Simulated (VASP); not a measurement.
Set up this calculation in VASP 6.6.1, as the native input.

```yaml
Task: single point
Functional: HSE06
Potentials_or_basis: VASP PAW PBE potentials, release 64 (Ba_sv, Te)
Cutoff: 520 eV
k_mesh: 4 × 4 × 4
Occupations: gaussian, width 0.05 eV
Spin: no spin polarisation
Dipole_correction: no
Grid_for_exact_exchange_PRECFOCK: Normal
Further_INCAR_settings: ALGO = Normal; EDIFF = 1e-06; NBANDS = 24
Share_of_exact_exchange: 0.25
Screening_parameter: 0.2079 1/Å
```

Crystal: BaTe.

```
Ba Te
1.0
     5.97021    0.00000    0.00000
    -2.98511    5.17035    0.00000
     0.00000    0.00000    7.00243
Ba Te
2 2
Direct
  0.66667 0.33333 0.06259
  0.33333 0.66667 0.56259
  0.66667 0.33333 0.56261
  0.33333 0.66667 0.06261
```

One way to write it, as run:

POSCAR

```
BaTe
1.0
    5.9702102791      0.0000000000      0.0000000000
   -2.9851051396      5.1703537676      0.0000000000
    0.0000000000      0.0000000000      7.0024277399
Ba Te
2 2
Direct
    0.6666666667      0.3333333333      0.0625865676
    0.3333333333      0.6666666667      0.5625865676
    0.6666666667      0.3333333333      0.5626134324
    0.3333333333      0.6666666667      0.0626134324
```

INCAR.step1

```
SYSTEM = BaTe
ALGO     = Normal         ! electronic algorithm
EDIFF    = 1E-5           ! SCF threshold, eV
ENCUT    = 520            ! plane-wave cutoff, eV
GGA      = PE             ! functional
ISIF     = 2              ! what is computed and relaxed
ISMEAR   = 0              ! smearing method
KPAR     = 2            
LASPH    = .True.         ! aspherical terms in the spheres
LREAL    = .False.        ! projectors in reciprocal space
LWAVE    = .True.         ! write WAVECAR
NBANDS   = 24             ! bands
NELM     = 80             ! most SCF steps
PREC     = Accurate       ! precision mode
SIGMA    = 0.05           ! smearing width, eV
```

INCAR.step2

```
SYSTEM = BaTe
ALGO     = Normal         ! electronic algorithm
EDIFF    = 1E-6           ! SCF threshold, eV
ENCUT    = 520            ! plane-wave cutoff, eV
GGA      = PE             ! functional
HFSCREEN = 0.2079         ! screening, 1/A
ISIF     = 2              ! what is computed and relaxed
ISMEAR   = 0              ! smearing method
ISTART   = 1            
KPAR     = 2            
LASPH    = .True.         ! aspherical terms in the spheres
LCHARG   = .True.         ! write CHGCAR
LHFCALC  = .True.         ! exact exchange
LREAL    = .False.        ! projectors in reciprocal space
LVHAR    = .True.       
LWAVE    = .False.        ! write WAVECAR
NBANDS   = 24             ! bands
NELM     = 80             ! most SCF steps
PREC     = Accurate       ! precision mode
PRECFOCK = Normal       
SIGMA    = 0.05           ! smearing width, eV
```

KPOINTS

```
k-points
0
Gamma
  4 4 4
  0 0 0
```

Potentials or basis: VASP PAW PBE potentials, release 64 (Ba_sv, Te).

Command:

```console
$ cat potpaw_PBE.64/Ba_sv/POTCAR potpaw_PBE.64/Te/POTCAR > POTCAR
$ cp INCAR.step1 INCAR
$ mpirun -np 2 vasp_std > vasp.out
$ cp INCAR.step2 INCAR
$ mpirun -np 2 vasp_std > vasp.out
```

Results of the run:

| Quantity | Value |
| --- | --- |
| Pressure | 0.0 GPa |
| Band gap on the k mesh | 2.78 eV (least direct gap 2.99 eV) |

Caveat: the PAW data sets were made with another functional, which shifts forces and pressure a little; spin-orbit coupling is left out, which moves the levels of the heavy elements.

It took 72 min on 2 MPI ranks on Intel(R) Xeon(R) Platinum 8259CL CPU @ 2.50GHz (Skylake/Cascade Lake) (shared host), peak memory 0.54 GiB a rank.
